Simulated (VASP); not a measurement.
# SnF4 (I4/mmm) in VASP: single point with LDA

Aim: the single point of SnF4 with LDA.

Everything below comes from runs of VASP 6.6.1. Logs are shortened: lines on timing, memory, paths and dates and some standing lists are left out, and cuts for length are marked.

## 1. The cell of the first run

Symmetry: I4/mmm, No. 139, tetragonal system. Conventional cell: a = 4.050 Å, b = 4.050 Å, c = 7.930 Å, α = 90.00°, β = 90.00°, γ = 90.00°. Within 2.5 Å of Sn (site symmetry 4/mmm) lie 6 F at 1.88 to 2.02 Å. Within 2.5 Å of F (site symmetry 4mm) lie 1 Sn at 1.88 Å. Within 2.7 Å of F (site symmetry mmm) lie 2 Sn at 2.02 Å.

## 2. Single point, LDA

File INCAR:

```
SYSTEM = SnF4
PREC = Accurate
ENCUT = 520
EDIFF = 1E-6
ISMEAR = 0
SIGMA = 0.05
LREAL = .FALSE.
LASPH = .TRUE.
NELM = 60
ALGO = Normal
ISIF = 2
LWAVE = .FALSE.
LCHARG = .FALSE.
NBANDS = 29
```

File KPOINTS:

```
regular mesh
0
G
  8 8 8
  0 0 0
```

File POSCAR:

```
SnF4
1.0
   -2.0250000000      2.0250000000      3.9650000000
    2.0250000000     -2.0250000000      3.9650000000
    2.0250000000      2.0250000000     -3.9650000000
Sn F
1 4
Direct
    0.0000000000      0.0000000000      0.0000000000
    0.2370000000      0.2370000000      0.0000000000
    0.7630000000      0.7630000000      0.0000000000
    0.5000000000      0.0000000000      0.5000000000
    0.0000000000      0.5000000000      0.5000000000
```

Potentials or basis: VASP PAW LDA potentials, release 64 (Sn_d, F).

The run is started by

```sh
> cat potpaw_LDA.64/Sn_d/POTCAR potpaw_LDA.64/F/POTCAR > POTCAR
> mpirun -np 1 vasp_std > vasp.out
```

OUTCAR:

```text
SYSTEM = SnF4
   PREC = Accurate
   ENCUT = 520
   EDIFF = 1E-6
   ISMEAR = 0
   LREAL = .FALSE.
   LASPH = .TRUE.
   NELM = 60
   ISIF = 2

 ion  position               nearest neighbor table
   1  0.000  0.000  0.000-   2 1.88   3 1.88   4 2.02   5 2.02   5 2.02   4 2.02
   2  0.237  0.237  0.000-   1 1.88
   3  0.763  0.763  0.000-   1 1.88
   4  0.500  0.000  0.500-   1 2.02   1 2.02
   5  0.000  0.500  0.500-   1 2.02   1 2.02

  LATTYP: Found a body centered tetragonal cell.
 ALAT       =     4.0500000000
 C/A-ratio  =     1.9580246914

  Lattice vectors:

 A1 = (  -2.0250000000,   2.0250000000,   3.9650000000)
 A2 = (   2.0250000000,  -2.0250000000,   3.9650000000)
 A3 = (   2.0250000000,   2.0250000000,  -3.9650000000)

Analysis of symmetry for initial positions (statically):
=====================================================================
 Subroutine PRICEL returns:
 Original cell was already a primitive cell.

 Routine SETGRP: Setting up the symmetry group for a
 body centered tetragonal supercell.

 Subroutine GETGRP returns: Found 16 space group operations
 (whereof 16 operations were pure point group operations)
 out of a pool of 16 trial point group operations.

The static configuration has the point symmetry D_4h.

Analysis of symmetry for dynamics (positions and initial velocities):
=====================================================================
 Subroutine PRICEL returns:
 Original cell was already a primitive cell.

 Routine SETGRP: Setting up the symmetry group for a
 body centered tetragonal supercell.

 Subroutine GETGRP returns: Found 16 space group operations
 (whereof 16 operations were pure point group operations)
 out of a pool of 16 trial point group operations.

The dynamic configuration has the point symmetry D_4h.

 Subroutine INISYM returns: Found 16 space group operations
 (whereof 16 operations are pure point group operations),
 and found     1 'primitive' translations

----------------------------------------------------------------------------------------

                                     Primitive cell

  volume of cell :      65.0359

  direct lattice vectors                    reciprocal lattice vectors
    -2.025000000  2.025000000  3.965000000     0.000000000  0.246913580  0.126103405
     2.025000000 -2.025000000  3.965000000     0.246913580  0.000000000  0.126103405
[... 85 lines left out ...]
   ISPIN  =      1    spin polarized calculation?
   LNONCOLLINEAR =      F non collinear calculations
   LSORBIT =      F    spin-orbit coupling
   LASPH  =      T    aspherical Exc in radial PAW
   ENCUT  =  520.0 eV  38.22 Ry    6.18 a.u.   9.09  9.09  9.09*2*pi/ulx,y,z
   NELM   =     60;   NELMIN=  2; NELMDL= -5     # of ELM steps
   EDIFF  = 0.1E-05   stopping-criterion for ELM
   LREAL  =      F    real-space projection
   EDIFFG = 0.1E-04   stopping-criterion for IOM
   NSW    =      0    number of steps for IOM
   IBRION =     -1    ionic relax: 0-MD 1-quasi-New 2-CG
   NFREE  =      0    steps in history (QN), initial steepest desc. (CG)
   ISIF   =      2    stress and relaxation
   ISYM   =      2    0-nonsym 1-usesym 2-fastsym
   POTIM  = 0.5000    time-step for ionic-motion
   TEBEG  =    0.0;   TEEND  =   0.0 temperature during run
   PSTRESS=    0.0 pullay stress
   NELECT =      42.0000    total number of electrons
   NUPDOWN=      -1.0000    fix difference up-down
   EMIN   =  10.00;   EMAX   =-10.00  energy-range for DOS
   EFERMI =   0.00;   METHOD = LEGACY
   ISMEAR =     0;   SIGMA  =   0.05  broadening in eV -4-tet -1-fermi 0-gaus
   EFERMI_NEDOS =   21; number of points for ismear=-14 and -15
   IALGO  =     38    algorithm
   IMIX   =      4    mixing-type and parameters
     AMIX     =   0.40;   BMIX     =  1.00
     AMIX_MAG =   1.60;   BMIX_MAG =  1.00
  volume/ion in A,a.u.               =      13.01        87.78
  Fermi-wavevector in a.u.,A,eV,Ry     =   1.415056  2.674067 27.244067  2.002382
  Thomas-Fermi vector in A             =   2.536534
   LORBIT       =      0    0 simple, 1 ext, 2 COOP (PROOUT), +10 PAW based schemes
   GGA     = CA    functional components
   LHFCALC =     F    Hartree Fock is set to
   AEXX    =    0.0000 exact exchange contribution
   IVDW    =     0    specifies the selected vdW correction
   LEPSILON=     F    determine dielectric tensor
   LRPA    =     F    only Hartree local field effects (RPA)
 non-spin polarized calculation
 Gauss-broadening in eV      SIGMA  =   0.05
  energy-cutoff  :      520.00
  volume of cell :       65.04
 maximum number of plane-waves:      1784
   NGX = 19   NGY = 19   NGZ = 19

 number of electron      42.0000026 magnetization

 Free energy of the ion-electron system (eV)
  ---------------------------------------------------
  ext. energy  EPLUGINS =         0.00000000
  ---------------------------------------------------
  free energy    TOTEN  =       -25.56654817 eV

  energy without entropy =      -25.56654817  energy(sigma->0) =      -25.56654817

 E-fermi :  -0.0448     XC(G=0): -10.4539

 val. band max:       -0.3432578131   @ k =   0.5000   0.5000   0.0000
 cond. band min:       2.9673695543   @ k =   0.0000   0.0000   0.0000
 fundamental gap:      3.3106273674
 Fermi energy:        -0.0448334092

 k-point     1 :       0.0000    0.0000    0.0000
  band No.  band energies     occupation
      1     -22.3824      2.00000
      2     -22.2502      2.00000
      3     -21.6360      2.00000
      4     -19.8652      2.00000
      5     -19.3199      2.00000
      6     -19.1796      2.00000
[... 757 lines left out ...]
     28      15.2789      0.00000
     29      16.1409      0.00000

 [... further k-points ...]
[... 5 lines left out ...]
  --------------------------------------------------------------------------------------
  -------------------------------------------------------------------------------------
  Total       -0.0265561     -0.0265561      0.1842240      0.0000000      0.0000000      0.0000000
  in kB       -0.6542176     -0.6542176      4.5384091      0.0000000      0.0000000      0.0000000
  external PRESSURE =       1.0766580 kB  Pullay stress =       0.0000000 kB

 VOLUME and BASIS-vectors are now :
 -----------------------------------------------------------------------------
  energy-cutoff  :      520.00
  volume of cell :       65.04
      direct lattice vectors                 reciprocal lattice vectors
    -2.025000000  2.025000000  3.965000000     0.000000000  0.246913580  0.126103405
     2.025000000 -2.025000000  3.965000000     0.246913580  0.000000000  0.126103405
     2.025000000  2.025000000 -3.965000000     0.246913580  0.246913580  0.000000000

 POSITION                                       TOTAL-FORCE (eV/Angst)
 -----------------------------------------------------------------------------------
      0.00000      0.00000      0.00000        -0.000000     -0.000000     -0.000000
      0.00000      0.00000      1.87941        -0.000000     -0.000000      0.307583
      0.00000      0.00000      6.05059         0.000000      0.000000     -0.307583
      0.00000      2.02500      0.00000        -0.000000     -0.000000     -0.000000
      2.02500      0.00000      0.00000        -0.000000     -0.000000     -0.000000
 -----------------------------------------------------------------------------------
    total drift:                                0.000000      0.000000     -0.000000

  FREE ENERGIE OF THE ION-ELECTRON SYSTEM (eV)
  ---------------------------------------------------
  free  energy   TOTEN  =       -25.5665481672 eV

  energy  without entropy=      -25.5665481672  energy(sigma->0) =      -25.56654817
```

Run time: 68 s. Hardware: 1 thread of Intel Xeon 6975P-C (Granite Rapids), shared host; peak memory 0.23 GiB.

Results:

```
Free energy            : -25.5665 eV
Pressure               : 0.1 GPa
Largest force          : 0.308 eV/Å
Band gap on the k mesh : 3.31 eV, indirect (least direct gap 3.56 eV)
```

Forces on the atoms (eV/Å):
```
Sn   0.000  0.000  0.000
F    0.000  0.000  0.308
F    0.000  0.000 -0.308
F    0.000  0.000  0.000
F    0.000  0.000  0.000
```

Caveat: spin-orbit coupling is left out, which moves the levels of the heavy elements. A k mesh can miss the band edges.
